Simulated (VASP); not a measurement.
# F (C2/c) in VASP: a series of runs

The runs below take F through single point, relaxation of cell and atoms, with PBEsol+D4.

All numbers are computed with VASP 6.6.1; they aren't measurements. Logs are shortened: lines on timing, memory, paths and dates and some standing lists are left out, and cuts for length are marked.

### 1 The cell of the first run

The structure is monoclinic, space group C2/c (No. 15). Conventional cell: a = 5.500 Å, b = 3.280 Å, c = 7.280 Å, α = 90.00°, β = 102.17°, γ = 90.00°. Within 2.0 Å of F (site symmetry 1) lie 1 F at 1.49 Å.

### 2 Single point, PBEsol+D4

INCAR reads:

```
ALGO     = Normal         # electronic algorithm
EDIFF    = 1E-6           # SCF threshold, eV
ENCUT    = 520            # plane-wave cutoff, eV
GGA      = PS             # functional
ISIF     = 2              # what is computed and relaxed
ISMEAR   = 0              # smearing method
IVDW     = 13             # dispersion correction
LASPH    = True           # aspherical terms in the spheres
LCHARG   = False          # write CHGCAR
LREAL    = False          # projectors in reciprocal space
LWAVE    = False          # write WAVECAR
NBANDS   = 22             # bands
NELM     = 100            # most SCF steps
PREC     = Accurate       # precision mode
SIGMA    = 0.1            # smearing width, eV
```

KPOINTS reads:

```
k-points
0
Gamma
  6 6 4
```

POSCAR reads:

```
F
1.0
    2.7500000000     -1.6400000000      0.0000000000
    2.7500000000      1.6400000000      0.0000000000
   -1.5347185945      0.0000000000      7.1163922626
F
4
Direct
    0.9680000000      0.6020000000      0.0997000000
    0.3980000000      0.0320000000      0.4003000000
    0.0320000000      0.3980000000      0.9003000000
    0.6020000000      0.9680000000      0.5997000000
```

Potentials or basis: VASP PAW PBE potentials, release 64 (F).

Command:

```console
$ cat potpaw_PBE.64/F/POTCAR > POTCAR
$ mpirun -np 1 vasp_std > vasp.out
```

OUTCAR:

```text
EDIFF = 1E-6
   ENCUT = 520
   GGA = PS
   ISIF = 2
   ISMEAR = 0
   IVDW = 13
   LASPH = True
   LREAL = False
   NELM = 100
   PREC = Accurate

 ion  position               nearest neighbor table
   1  0.968  0.602  0.100-   3 1.49
   2  0.398  0.032  0.400-   4 1.49
   3  0.032  0.398  0.900-   1 1.49
   4  0.602  0.968  0.600-   2 1.49

  LATTYP: Found a base centered monoclinic cell.
 ALAT       =     5.5000000000
 B/A-ratio  =     0.5963636364
 C/A-ratio  =     1.3236363636
 COS(beta)  =    -0.2108129938

  Lattice vectors:

 A1 = (   2.7500000000,  -1.6400000000,   0.0000000000)
 A2 = (   2.7500000000,   1.6400000000,   0.0000000000)
 A3 = (  -1.5347185945,   0.0000000000,   7.1163922626)

Analysis of symmetry for initial positions (statically):
=====================================================================
 Subroutine PRICEL returns:
 Original cell was already a primitive cell.

 Routine SETGRP: Setting up the symmetry group for a
 base centered monoclinic supercell.

 Subroutine GETGRP returns: Found  4 space group operations
 (whereof  2 operations were pure point group operations)
 out of a pool of  4 trial point group operations.

The static configuration has the point symmetry S_2 .
 The point group associated with its full space group is C_2h.

Analysis of symmetry for dynamics (positions and initial velocities):
=====================================================================
 Subroutine PRICEL returns:
 Original cell was already a primitive cell.

 Routine SETGRP: Setting up the symmetry group for a
 base centered monoclinic supercell.

 Subroutine GETGRP returns: Found  4 space group operations
 (whereof  2 operations were pure point group operations)
 out of a pool of  4 trial point group operations.

The dynamic configuration has the point symmetry S_2 .
 The point group associated with its full space group is C_2h.

 Subroutine INISYM returns: Found  4 space group operations
 (whereof  2 operations are pure point group operations),
 and found     1 'primitive' translations

----------------------------------------------------------------------------------------

                                     Primitive cell

  volume of cell :      64.1899

  direct lattice vectors                    reciprocal lattice vectors
     2.750000000 -1.640000000  0.000000000     0.181818182 -0.304878049  0.039210844
     2.750000000  1.640000000  0.000000000     0.181818182  0.304878049  0.039210844
    -1.534718594  0.000000000  7.116392263     0.000000000  0.000000000  0.140520641

  length of vectors
     3.201890067  3.201890067  7.280000000     0.357135781  0.357135781  0.140520641

  position of ions in fractional coordinates (direct lattice)
     0.968000000  0.602000000  0.099700000
     0.398000000  0.032000000  0.400300000
     0.032000000  0.398000000  0.900300000
     0.602000000  0.968000000  0.599700000

  ion indices of the primitive-cell ions
   primitive index   ion index
                 1           1
                 2           2
                 3           3
                 4           4

----------------------------------------------------------------------------------------

 KPOINTS: k-points

Automatic generation of k-mesh.
 Grid dimensions read from file:
 generate k-points for:    6    6    4

 Generating k-lattice:

  Cartesian coordinates                     Fractional coordinates (reciprocal lattice)
     0.030303030 -0.050813008  0.006535141     0.166666667 -0.000000000  0.000000000
     0.030303030  0.050813008  0.006535141    -0.000000000  0.166666667  0.000000000
     0.000000000  0.000000000  0.035130160     0.000000000  0.000000000  0.250000000

  Length of vectors
     0.059522630  0.059522630  0.035130160

  Shift w.r.t. Gamma in fractional coordinates (k-lattice)
     0.000000000  0.000000000  0.000000000

 Subroutine IBZKPT returns following result:
 ===========================================

 Found     47 irreducible k-points:

 Following reciprocal coordinates:
            Coordinates               Weight
  0.000000  0.000000  0.000000      1.000000
  0.166667  0.000000  0.000000      4.000000
  0.333333  0.000000  0.000000      4.000000
  0.500000  0.000000  0.000000      2.000000
  0.166667  0.166667  0.000000      2.000000
  0.333333  0.166667 -0.000000      4.000000
[... 16 lines left out ...]
 -0.333333  0.166667  0.250000      4.000000
 -0.166667  0.166667  0.250000      4.000000
 [... further k-points ...]
   k-points           NKPTS =     47   k-points in BZ     NKDIM =     47   number of bands    NBANDS=     22
   number of dos      NEDOS =    301   number of ions     NIONS =      4
   total plane-waves  NPLWV =  31104
   dimension x,y,z NGX =    24 NGY =   24 NGZ =   54
   dimension x,y,z NGXF=    48 NGYF=   48 NGZF=  108
   ions per type =               4
   NGX,Y,Z   is equivalent  to a cutoff of  12.46, 12.46, 12.33 a.u.
[... 37 lines left out ...]
 Gauss-broadening in eV      SIGMA  =   0.10
  energy-cutoff  :      520.00
  volume of cell :       64.19
 maximum number of plane-waves:      1744
   NGX = 11   NGY = 11   NGZ = 27

 number of electron      28.0000004 magnetization

 Free energy of the ion-electron system (eV)
  ---------------------------------------------------
  ext. energy  EPLUGINS =         0.00000000
  ---------------------------------------------------
  free energy    TOTEN  =        -7.61134249 eV

  energy without entropy =       -7.61134249  energy(sigma->0) =       -7.61134249

 E-fermi :  -4.8912     XC(G=0):  -7.6879

 val. band max:       -5.3644371804   @ k =   0.0000   0.0000   0.0000
 cond. band min:      -3.5174935351   @ k =   0.0000   0.0000   0.0000
 fundamental gap:      1.8469436453
 Fermi energy:        -4.8911711073

 k-point     1 :       0.0000    0.0000    0.0000
  band No.  band energies     occupation
      1     -29.2289      2.00000
      2     -29.1034      2.00000
      3     -24.2104      2.00000
      4     -23.8881      2.00000
      5     -11.5707      2.00000
      6     -10.7772      2.00000
[... 14 lines left out ...]
     21      13.9393      0.00000
     22      16.9911      0.00000

 k-point     2 :       0.1667    0.0000    0.0000
  band No.  band energies     occupation
      1     -29.1954      2.00000
      2     -29.0862      2.00000
      3     -24.1753      2.00000
      4     -23.8965      2.00000
      5     -11.5173      2.00000
      6     -10.8264      2.00000
[... 14 lines left out ...]
     21      14.1490      0.00000
     22      14.4595      0.00000

 k-point     3 :       0.3333    0.0000    0.0000
  band No.  band energies     occupation
      1     -29.1216      2.00000
      2     -29.0582      2.00000
      3     -24.0895      2.00000
      4     -23.9287      2.00000
      5     -11.3718      2.00000
      6     -10.9672      2.00000
[... 14 lines left out ...]
     21      12.4188      0.00000
     22      13.5079      0.00000

 k-point     4 :       0.5000    0.0000    0.0000
  band No.  band energies     occupation
      1     -29.0661      2.00000
      2     -29.0622      2.00000
      3     -23.9988      2.00000
      4     -23.9926      2.00000
      5     -11.1755      2.00000
      6     -11.1635      2.00000
[... 14 lines left out ...]
     21      11.0719      0.00000
     22      11.3811      0.00000

 k-point     5 :       0.1667    0.1667    0.0000
  band No.  band energies     occupation
      1     -29.1934      2.00000
      2     -29.0864      2.00000
      3     -24.1662      2.00000
      4     -23.8946      2.00000
      5     -11.4929      2.00000
      6     -10.8358      2.00000
[... 417 lines left out ...]
 k-point    22 :       0.5000    0.1667    0.2500
  band No.  band energies     occupation
      1     -29.0660      2.00000
      2     -29.0607      2.00000
      3     -23.9994      2.00000
      4     -23.9809      2.00000
      5     -11.1871      2.00000
      6     -11.1103      2.00000
[... 14 lines left out ...]
     21      11.9386      0.00000
     22      12.0479      0.00000

 k-point    23 :      -0.3333    0.1667    0.2500
  band No.  band energies     occupation
      1     -29.0821      2.00000
      2     -29.0461      2.00000
      3     -24.0435      2.00000
      4     -23.9479      2.00000
      5     -11.2878      2.00000
      6     -11.0248      2.00000
[... 14 lines left out ...]
     21      11.0688      0.00000
     22      13.5377      0.00000

 k-point    24 :      -0.1667    0.1667    0.2500
  band No.  band energies     occupation
      1     -29.1324      2.00000
      2     -29.0743      2.00000
      3     -24.0930      2.00000
      4     -23.9441      2.00000
      5     -11.3635      2.00000
      6     -10.9804      2.00000
[... 14 lines left out ...]
     21      12.5242      0.00000
     22      13.1939      0.00000

 [... further k-points ...]

------------------------ aborting loop because EDIFF is reached ----------------------------------------

  DFT-D4 for vdW energy calculation

  Edisp (eV):   -0.08102

  FORCE on cell =-STRESS in cart. coord.  units (eV):
  Direction    XX          YY          ZZ          XY          YZ          ZX
  --------------------------------------------------------------------------------------
  -------------------------------------------------------------------------------------
  Total      -0.16587    -0.75746    -6.15110     0.00000     0.00000    -0.30841
  in kB      -4.14015   -18.90625  -153.53142     0.00000     0.00000    -7.69786
  external pressure =      -58.86 kB  Pullay stress =        0.00 kB

 VOLUME and BASIS-vectors are now :
 -----------------------------------------------------------------------------
  energy-cutoff  :      520.00
  volume of cell :       64.19
      direct lattice vectors                 reciprocal lattice vectors
     2.750000000 -1.640000000  0.000000000     0.181818182 -0.304878049  0.039210844
     2.750000000  1.640000000  0.000000000     0.181818182  0.304878049  0.039210844
    -1.534718594  0.000000000  7.116392263     0.000000000  0.000000000  0.140520641

 POSITION                                       TOTAL-FORCE (eV/Angst)
 -----------------------------------------------------------------------------------
      4.16449     -0.60024      0.70950        -0.138754     -0.634225     -2.012374
      0.56815     -0.60024      2.84869         0.138754     -0.634225      2.012374
     -0.19921      0.60024      6.40689         0.138754      0.634225      2.012374
      3.39713      0.60024      4.26770        -0.138754      0.634225     -2.012374
 -----------------------------------------------------------------------------------
    total drift:                                0.000000      0.000000      0.000000

  FREE ENERGIE OF THE ION-ELECTRON SYSTEM (eV)
  ---------------------------------------------------
  free  energy   TOTEN  =        -7.6923634621 eV

  energy  without entropy=       -7.6923634621  energy(sigma->0) =       -7.69236346
```

It took 16 s on 1 thread of Intel Xeon 6975P-C (Granite Rapids), shared host; peak memory 0.19 GiB.

Results:

```yaml
Free_energy: -7.6924 eV
Pressure: -5.9 GPa
Largest_force: 2.115 eV/Å
Band_gap_on_the_k_mesh: 1.85 eV, direct
Dispersion_energy_per_atom: -0.020 eV
```

Forces on the atoms (eV/Å):
```
F   -0.139 -0.634 -2.012
F    0.139 -0.634  2.012
F    0.139  0.634  2.012
F   -0.139  0.634 -2.012
```

Caveat: the PAW data sets were made with another functional, which shifts forces and pressure a little. A k mesh can miss the band edges.

### 3 Single point, PBEsol+D4

This run uses another cell than the first one, of 15.99 Å³/atom, 0.996 times its volume.

INCAR reads:

```
SYSTEM = F
ALGO = Normal
EDIFF = 1E-7
ENCUT = 520
GGA = PS
ISIF = 2
ISMEAR = 0
IVDW = 13
LASPH = .True.
LCHARG = .False.
LREAL = .False.
LWAVE = .False.
NBANDS = 22
NELM = 100
PREC = Accurate
SIGMA = 0.1
```

KPOINTS reads:

```
k-points
0
Gamma
  8 8 4
  0 0 0
```

POSCAR reads:

```
F
1.0
    2.7413306005     -1.6429747873      0.0323108986
    2.7413306005      1.6429747873      0.0323108986
   -1.4462669154      0.0000000000      7.0813827250
F
4
Direct
    0.9383008989      0.5663227400      0.0926694662
    0.4336772600      0.0616991011      0.4073305338
    0.0616991011      0.4336772600      0.9073305338
    0.5663227400      0.9383008989      0.5926694662
```

Potentials or basis: VASP PAW PBE potentials, release 64 (F).

Command:

```console
$ cat potpaw_PBE.64/F/POTCAR > POTCAR
$ mpirun -np 1 vasp_std > vasp.out
```

Wall time 28 s (1 thread of Intel Xeon 6975P-C (Granite Rapids), shared host); peak memory 0.21 GiB.

Results (log left out):

| Item | Value |
| --- | --- |
| Free energy | -7.8620 eV |
| Pressure | 0.6 GPa |
| Largest force | 0.482 eV/Å |
| Band gap on the k mesh | 2.84 eV, direct |
| Dispersion energy per atom | -0.020 eV |

Forces in eV/Å, atoms in the order of the input:
```
F   -0.073  0.143  0.454
F    0.073  0.143 -0.454
F    0.073 -0.143 -0.454
F   -0.073 -0.143  0.454
```

Stress tensor (GPa, compression positive):
```
-0.19  0.00 -0.43
 0.00 -0.11  0.00
-0.43  0.00  2.16
```

Levels at points of the mesh, in eV from the valence-band top:
| k point | band 11 | band 12 | band 13 | band 14 | band 15 | band 16 | band 17 | band 18 |
| --- | --- | --- | --- | --- | --- | --- | --- | --- |
| (0.00, 0.00, 0.00) | -0.29 | -0.14 | -0.06 | 0.00 | 2.84 | 3.85 | 9.08 | 11.36 |
| (0.50, 0.00, 0.00) | -0.51 | -0.43 | -0.20 | -0.09 | 3.45 | 3.48 | 13.64 | 13.68 |
| (0.50, 0.50, 0.00) | -0.71 | -0.39 | -0.26 | -0.07 | 3.12 | 3.81 | 13.62 | 14.30 |
| (0.00, 0.00, 0.50) | -0.21 | -0.21 | -0.04 | -0.04 | 3.33 | 3.33 | 9.89 | 9.89 |
| (0.50, 0.00, 0.50) | -0.47 | -0.40 | -0.20 | -0.06 | 3.41 | 3.46 | 13.95 | 14.07 |
| (0.50, 0.50, 0.50) | -0.47 | -0.47 | -0.24 | -0.24 | 3.46 | 3.46 | 13.83 | 13.83 |

Caveat: the PAW data sets were made with another functional, which shifts forces and pressure a little. A k mesh can miss the band edges.

### 4 Relaxation of cell and atoms, PBEsol+D4

INCAR reads:

```
SYSTEM = F
PREC = Accurate
ENCUT = 600
EDIFF = 1E-6
ISMEAR = 0
SIGMA = 0.1
LREAL = .False.
LASPH = .True.
NELM = 100
ALGO = Normal
ISIF = 3
LWAVE = .False.
LCHARG = .False.
GGA = PS
IVDW = 13
IBRION = 2
NSW = 100
EDIFFG = -0.05
```

KPOINTS reads:

```
Automatic mesh
0
Gamma
  8 8 4
  0 0 0
```

POSCAR reads:

```
F
1.0
    2.7500000000     -1.6400000000      0.0000000000
    2.7500000000      1.6400000000      0.0000000000
   -1.5347185945      0.0000000000      7.1163922626
F
4
Direct
    0.9680000000      0.6020000000      0.0997000000
    0.3980000000      0.0320000000      0.4003000000
    0.0320000000      0.3980000000      0.9003000000
    0.6020000000      0.9680000000      0.5997000000
```

Command:

```console
$ cat potpaw_PBE.64/F/POTCAR > POTCAR
$ mpirun -np 1 vasp_std > vasp.out
```

Run time: 2.2 min. Hardware: 1 thread of Intel Xeon 6975P-C (Granite Rapids), shared host; peak memory 0.24 GiB.

It converged, with:

```
Free energy                            : -7.8807 eV
Relaxed volume                         : 15.66 Å³/atom
Relaxed cell                           : a = 3.199 Å, b = 3.199 Å, c = 7.132 Å, α = 100.76°, β = 100.76°, γ = 61.51°
Space group after relaxing (to 0.05 Å) : C2/c (No. 15)
Energy gained by relaxing              : 45.5 meV/atom
Ionic steps                            : 6
Pressure after relaxing                : -0.3 GPa
Largest force after relaxing           : 0.030 eV/Å
Band gap on the k mesh                 : 2.64 eV, indirect (the least direct gap lies 1.1 meV higher)
Dispersion energy per atom             : -0.021 eV
```

Forces in eV/Å, atoms in the order of the input:
```
F   -0.021  0.003  0.020
F    0.021  0.003 -0.020
F    0.021 -0.003 -0.020
F   -0.021 -0.003  0.020
```

Stress tensor (GPa, compression positive):
```
-0.17  0.00  0.02
 0.00 -0.26  0.00
 0.02  0.00 -0.40
```

Step by step:
| step | energy change (eV) | largest force (eV/Å) | pressure (GPa) | volume (Å³) |
| --- | --- | --- | --- | --- |
| 1 | 0.0000 | 2.1323 | -5.78 | 64.19 |
| 2 | 2.6591 | 16.6797 | 36.15 | 58.86 |
| 3 | -0.0942 | 1.5575 | -4.23 | 63.53 |
| 4 | -0.1569 | 0.8652 | -2.48 | 63.09 |
| 5 | -0.1816 | 0.1307 | 0.01 | 62.57 |
| 6 | -0.1819 | 0.0295 | -0.27 | 62.62 |

Final structure:
```xyz
4
Lattice="2.7492 -1.6360 -0.0030 2.7492 1.6360 -0.0030 -1.5422 0.0000 6.9631" Properties=species:S:1:pos:R:3 pbc="T T T"
F     4.1609   -0.6076    0.6680
F     0.5664   -0.6076    2.8074
F    -0.2046    0.6076    6.2890
F     3.3898    0.6076    4.1496
```

Levels at points of the mesh, in eV from the valence-band top:
| k point | band 10 | band 11 | band 12 | band 13 | band 14 | band 15 | band 16 | band 17 | band 18 |
| --- | --- | --- | --- | --- | --- | --- | --- | --- | --- |
| (0.00, 0.00, 0.00) | -3.27 | -0.28 | -0.19 | -0.12 | 0.00 | 2.64 | 3.68 | 9.15 | 11.35 |
| (0.50, 0.00, 0.00) | -3.51 | -0.53 | -0.52 | -0.20 | -0.15 | 3.27 | 3.27 | 13.60 | 13.85 |
| (0.50, 0.50, 0.00) | -3.42 | -0.72 | -0.42 | -0.41 | -0.10 | 3.15 | 3.38 | 13.91 | 14.38 |
| (0.00, 0.00, 0.50) | -3.33 | -0.22 | -0.22 | -0.08 | -0.08 | 3.15 | 3.15 | 9.97 | 9.97 |
| (0.50, 0.00, 0.50) | -3.40 | -0.66 | -0.36 | -0.29 | 0.00 | 3.08 | 3.42 | 13.90 | 13.99 |
| (0.50, 0.50, 0.50) | -3.54 | -0.57 | -0.57 | -0.29 | -0.29 | 3.29 | 3.29 | 13.88 | 13.88 |

Caveat: the PAW data sets were made with another functional, which shifts forces and pressure a little; the relaxation stopped at a loose force limit of 0.05 eV/Å, so its end isn't a converged minimum. A k mesh can miss the band edges.

### 5 Summary

| task | cell | k mesh | cutoff (eV) | gap on the mesh (eV) | pressure (GPa) | largest force (eV/Å) |
| --- | --- | --- | --- | --- | --- | --- |
| single point | a = 3.202, b = 3.202, c = 7.280 Å, angles 100.4, 100.4, 61.6°, 4 atoms | 6 × 6 × 4 | 520 | 1.85 | -5.9 | 2.11 |
| single point | a = 3.196, b = 3.196, c = 7.228 Å, angles 99.3, 99.3, 61.9°, 4 atoms | 8 × 8 × 4 | 520 | 2.84 | 0.6 | 0.48 |
| relaxation of cell and atoms | relaxed from a = 3.202, b = 3.202, c = 7.280 Å, angles 100.4, 100.4, 61.6°, 4 atoms | 8 × 8 × 4 | 600 | 2.64 | -0.3 | 0.03 |

Alike in all rows: level PBEsol+D4; potentials or basis VASP PAW PBE potentials, release 64 (F); no spin polarisation; smearing gaussian 0.1 eV.

Caveats: the PAW data sets were made with another functional, which shifts forces and pressure a little; the relaxation stopped at a loose force limit of 0.05 eV/Å, so its end isn't a converged minimum (some runs).

Total energies depend on the potentials used, so only differences within one code and one set of settings carry meaning.
